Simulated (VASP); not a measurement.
# InAs (dlda) (F-43m) in VASP: further runs, part 2 of 2

VASP 6.6.1. Earlier steps stand in the parts before.

## 4. Single point, LDA

This run uses another cell than the first one, of 27.35 Å³/atom, 0.961 times its volume.

Input file INCAR:

```
SYSTEM = InAs
PREC     = Accurate       ! precision mode
ENCUT    = 520            ! plane-wave cutoff, eV
EDIFF    = 1E-6           ! SCF threshold, eV
ISMEAR   = -1             ! smearing method
SIGMA    = 0.15           ! smearing width, eV
LREAL    = .FALSE.        ! projectors in reciprocal space
LASPH    = .TRUE.         ! aspherical terms in the spheres
NELM     = 100            ! most SCF steps
ALGO     = Normal         ! electronic algorithm
ISIF     = 2              ! what is computed and relaxed
LWAVE    = .FALSE.        ! write WAVECAR
LCHARG   = .TRUE.         ! write CHGCAR
LELF     = .TRUE.         ! ELF
LVHAR    = .TRUE.       
NBANDS   = 16             ! bands
```

Input file KPOINTS:

```
regular mesh
0
G
  12 12 12
  0 0 0
```

Input file POSCAR:

```
InAs
1.0
    0.0000000000      3.0130238431      3.0130238431
    3.0130238431      0.0000000000      3.0130238431
    3.0130238431      3.0130238431      0.0000000000
In As
1 1
Direct
    0.2500000000      0.2500000000      0.2500000000
    0.0000000000      0.0000000000      0.0000000000
```

Command:

```
$ cat potpaw_LDA.64/In_d/POTCAR potpaw_LDA.64/As/POTCAR > POTCAR
$ mpirun -np 1 vasp_std > vasp.out
```

Wall time 35 s (1 thread of Intel Xeon Platinum 8259CL at 2.50GHz (Skylake/Cascade Lake), shared host); peak memory 0.19 GiB.

The run converged. Its results:

* Free energy: -9.0308 eV
* Pressure: 0.2 GPa
* Band gap on the k mesh: zero (filled and empty bands touch)

Levels at points of the mesh, in eV from the Fermi level:
```
           k point  band 5  band 6  band 7  band 8  band 9  band 10  band 11  band 12  band 13  band 14
(0.00, 0.00, 0.00)  -14.61  -12.35   -0.71   -0.37   -0.37    -0.37     3.46     3.46     3.46     6.95
(0.50, 0.00, 0.00)  -14.60  -10.84   -6.26   -1.38   -1.38     0.46     4.25     4.25     6.33     8.54
(0.50, 0.50, 0.00)  -14.59  -10.28   -6.33   -2.75   -2.75     1.04     1.59     8.70     8.84     8.84
```

Caveat: spin-orbit coupling is left out, which moves the levels of the heavy elements.

## 5. Relaxation of cell and atoms, LDA

Input file INCAR:

```
SYSTEM = InAs
PREC = Accurate
ENCUT = 600
EDIFF = 1E-7
ISMEAR = 0
SIGMA = 0.1
LREAL = .FALSE.
LASPH = .TRUE.
NELM = 60
ALGO = Normal
ISIF = 3
LWAVE = .FALSE.
LCHARG = .FALSE.
GGA = CA
IBRION = 2
NSW = 100
EDIFFG = -0.002
```

Input file KPOINTS:

```
regular mesh
0
G
  10 10 10
  0 0 0
```

Input file POSCAR:

```
InAs
1.0
    0.0000000000      3.0535616600      3.0535616600
    3.0535616600      0.0000000000      3.0535616600
    3.0535616600      3.0535616600      0.0000000000
In As
1 1
Direct
    0.2500000000      0.2500000000      0.2500000000
    0.0000000000      0.0000000000      0.0000000000
```

Potentials or basis: VASP PAW LDA potentials, release 64 (In_d, As).

Command:

```
$ cat potpaw_LDA.64/In_d/POTCAR potpaw_LDA.64/As/POTCAR > POTCAR
$ mpirun -np 1 vasp_std > vasp.out
```

OUTCAR:

```text
SYSTEM = InAs
   PREC = Accurate
   ENCUT = 600
   EDIFF = 1E-7
   ISMEAR = 0
   LREAL = .FALSE.
   LASPH = .TRUE.
   NELM = 60
   ISIF = 3
   GGA = CA
   IBRION = 2
   NSW = 100
   EDIFFG = -0.002

 ion  position               nearest neighbor table
   1  0.250  0.250  0.250-   2 2.64   2 2.64   2 2.64   2 2.64
   2  0.000  0.000  0.000-   1 2.64   1 2.64   1 2.64   1 2.64

  LATTYP: Found a face centered cubic cell.
 ALAT       =     6.1071233200

  Lattice vectors:

 A1 = (   0.0000000000,   3.0535616600,   3.0535616600)
 A2 = (   3.0535616600,   0.0000000000,   3.0535616600)
 A3 = (   3.0535616600,   3.0535616600,   0.0000000000)

Analysis of symmetry for initial positions (statically):
=====================================================================
 Subroutine PRICEL returns:
 Original cell was already a primitive cell.

 Routine SETGRP: Setting up the symmetry group for a
 face centered cubic supercell.

 Subroutine GETGRP returns: Found 24 space group operations
 (whereof 24 operations were pure point group operations)
 out of a pool of 48 trial point group operations.

The static configuration has the point symmetry T_d .

Analysis of symmetry for dynamics (positions and initial velocities):
=====================================================================
 Subroutine PRICEL returns:
 Original cell was already a primitive cell.

 Routine SETGRP: Setting up the symmetry group for a
 face centered cubic supercell.

 Subroutine GETGRP returns: Found 24 space group operations
 (whereof 24 operations were pure point group operations)
 out of a pool of 48 trial point group operations.

The dynamic configuration has the point symmetry T_d .

 Subroutine INISYM returns: Found 24 space group operations
 (whereof 24 operations are pure point group operations),
 and found     1 'primitive' translations

----------------------------------------------------------------------------------------

                                     Primitive cell

  volume of cell :      56.9443

  direct lattice vectors                    reciprocal lattice vectors
     0.000000000  3.053561660  3.053561660    -0.163743214  0.163743214  0.163743214
[... 101 lines left out ...]
   ISMEAR =     0;   SIGMA  =   0.10  broadening in eV -4-tet -1-fermi 0-gaus
   EFERMI_NEDOS =   21; number of points for ismear=-14 and -15
   IALGO  =     38    algorithm
   IMIX   =      4    mixing-type and parameters
     AMIX     =   0.40;   BMIX     =  1.00
     AMIX_MAG =   1.60;   BMIX_MAG =  1.00
  volume/ion in A,a.u.               =      28.47       192.14
  Fermi-wavevector in a.u.,A,eV,Ry     =   1.115190  2.107404 16.920877  1.243649
  Thomas-Fermi vector in A             =   2.251793
   LORBIT       =      0    0 simple, 1 ext, 2 COOP (PROOUT), +10 PAW based schemes
   GGA     = CA    functional components
   LHFCALC =     F    Hartree Fock is set to
   AEXX    =    0.0000 exact exchange contribution
   IVDW    =     0    specifies the selected vdW correction
   LEPSILON=     F    determine dielectric tensor
   LRPA    =     F    only Hartree local field effects (RPA)
 conjugate gradient relaxation of ions
 non-spin polarized calculation
 Gauss-broadening in eV      SIGMA  =   0.10
  energy-cutoff  :      600.00
  volume of cell :       56.94
 maximum number of plane-waves:      1917
   NGX = 17   NGY = 17   NGZ = 17

--------------------------------------- Ionic step        1  -------------------------------------------

 number of electron      18.0000002 magnetization

 Free energy of the ion-electron system (eV)
  ---------------------------------------------------
  ext. energy  EPLUGINS =         0.00000000
  ---------------------------------------------------
  free energy    TOTEN  =        -9.01561358 eV

  energy without entropy =       -9.01539962  energy(sigma->0) =       -9.01550660

 E-fermi :   4.0806     XC(G=0):  -9.2863

 val. band max:        4.0374212227   @ k =   0.0000   0.0000   0.0000
 cond. band min:       4.7816198830   @ k =   0.5000   0.0000   0.0000
 fundamental gap:      0.7441986603
 Fermi energy:         4.0805803055

 k-point     1 :       0.0000    0.0000    0.0000
  band No.  band energies     occupation
      1     -10.2587      2.00000
      2     -10.2587      2.00000
      3     -10.2587      2.00000
      4     -10.1421      2.00000
      5     -10.1421      2.00000
      6      -7.6893      2.00000
      7       3.4925      2.00000
      8       4.0374      1.45838
      9       4.0374      1.45838
     10       4.0374      1.45838
     11       7.8463      0.00000
     12       7.8463      0.00000
     13       7.8463      0.00000
[... 547 lines left out ...]
--------------------------------------- Ionic step        6  -------------------------------------------

 number of electron      18.0000003 magnetization

 Free energy of the ion-electron system (eV)
  ---------------------------------------------------
  ext. energy  EPLUGINS =         0.00000000
  ---------------------------------------------------
  free energy    TOTEN  =        -9.02930866 eV

  energy without entropy =       -9.02910471  energy(sigma->0) =       -9.02920669

 E-fermi :   4.4538     XC(G=0):  -9.4439

 val. band max:        4.4132935603   @ k =   0.0000   0.0000   0.0000
 cond. band min:       5.2364624522   @ k =   0.5000   0.0000   0.0000
 fundamental gap:      0.8231688919
 Fermi energy:         4.4538228474

 k-point     1 :       0.0000    0.0000    0.0000
  band No.  band energies     occupation
      1      -9.9585      2.00000
      2      -9.9585      2.00000
      3      -9.9585      2.00000
      4      -9.8268      2.00000
      5      -9.8268      2.00000
      6      -7.5491      2.00000
      7       4.0561      2.00000
      8       4.4133      1.43347
      9       4.4133      1.43347
     10       4.4133      1.43347
     11       8.2393      0.00000
     12       8.2393      0.00000
     13       8.2393      0.00000
[... 397 lines left out ...]
  FREE ENERGIE OF THE ION-ELECTRON SYSTEM (eV)
  ---------------------------------------------------
  free  energy   TOTEN  =        -9.0293086644 eV

  energy  without entropy=       -9.0291047057  energy(sigma->0) =       -9.02920669

 reached required accuracy - stopping structural energy minimisation
```

CONTCAR:

```text
InAs
   1.00000000000000
     0.0000000000000000    3.0160705273157524    3.0160705273157524
     3.0160705273157524   -0.0000000000000000    3.0160705273157524
     3.0160705273157524    3.0160705273157524   -0.0000000000000000
  In              As
     1     1
Direct
     0.2500000000000000    0.2500000000000000    0.2500000000000000
     0.0000000000000000    0.0000000000000000    0.0000000000000000

  0.00000000E+00  0.00000000E+00  0.00000000E+00
  0.00000000E+00  0.00000000E+00  0.00000000E+00
```

Wall time 2 min (1 thread of Intel Xeon Platinum 8259CL at 2.50GHz (Skylake/Cascade Lake), shared host); peak memory 0.21 GiB.

What came out:

```yaml
Free_energy: -9.0293 eV
Relaxed_volume: 27.44 Å³/atom
Relaxed_cell: a = 4.265 Å, b = 4.265 Å, c = 4.265 Å, α = 60.00°, β = 60.00°, γ = 60.00°
Space_group_after_relaxing_to_0.05_Å: F-43m (No. 216)
Energy_gained_by_relaxing: 6.8 meV/atom
Ionic_steps: 6
Pressure_after_relaxing: 0.0 GPa
Band_gap_on_the_k_mesh: zero (filled and empty bands touch)
```

Step by step:
| step | energy change (eV) | largest force (eV/Å) | pressure (GPa) | volume (Å³) |
| --- | --- | --- | --- | --- |
| 1 | 0.0000 | 0.0000 | -2.06 | 56.94 |
| 2 | -0.0109 | 0.0000 | 1.03 | 53.99 |
| 3 | -0.0137 | 0.0000 | -0.01 | 54.88 |
| 4 | -0.0137 | 0.0000 | 0.04 | 54.84 |
| 5 | -0.0137 | 0.0000 | -0.02 | 54.89 |
| 6 | -0.0137 | 0.0000 | 0.00 | 54.87 |

Final structure:
```
In As
1.0
     0.00000    3.01607    3.01607
     3.01607    0.00000    3.01607
     3.01607    3.01607    0.00000
In As
1 1
Direct
  0.25000 0.25000 0.25000
  0.00000 0.00000 0.00000
```

Levels at points of the mesh, in eV from the Fermi level:
| k point | band 7 | band 8 | band 9 | band 10 | band 11 | band 12 |
| --- | --- | --- | --- | --- | --- | --- |
| (0.00, 0.00, 0.00) | -0.40 | -0.04 | -0.04 | -0.04 | 3.79 | 3.79 |
| (0.50, 0.00, 0.00) | -5.92 | -1.05 | -1.05 | 0.78 | 4.57 | 4.57 |
| (0.50, 0.50, 0.00) | -5.99 | -2.41 | -2.41 | 1.37 | 1.92 | 9.01 |

Caveat: spin-orbit coupling is left out, which moves the levels of the heavy elements.

## 6. The runs side by side

| task | cell | k mesh | cutoff (eV) | smearing | gap on the mesh (eV) | pressure (GPa) |
| --- | --- | --- | --- | --- | --- | --- |
| single point | a = 4.318 Å, angles 60.0°, 2 atoms | 6 × 6 × 6 | 520 | gaussian 0.1 eV | none | -2.0 |
| single point | a = 4.261 Å, angles 60.0°, 2 atoms | 10 × 10 × 10 | 520 | gaussian 0.1 eV | none | 0.1 |
| single point | a = 4.261 Å, angles 60.0°, 2 atoms | 12 × 12 × 12 | 520 | fermi-dirac 0.15 eV | none | 0.2 |
| relaxation of cell and atoms | relaxed from a = 4.318 Å, angles 60.0°, 2 atoms | 10 × 10 × 10 | 600 | gaussian 0.1 eV | none | 0.0 |

Alike in all rows: level LDA; potentials or basis VASP PAW LDA potentials, release 64 (In_d, As); no spin polarisation.

Caveats: spin-orbit coupling is left out, which moves the levels of the heavy elements.

Absolute energies hang on the potentials; compare differences alone.
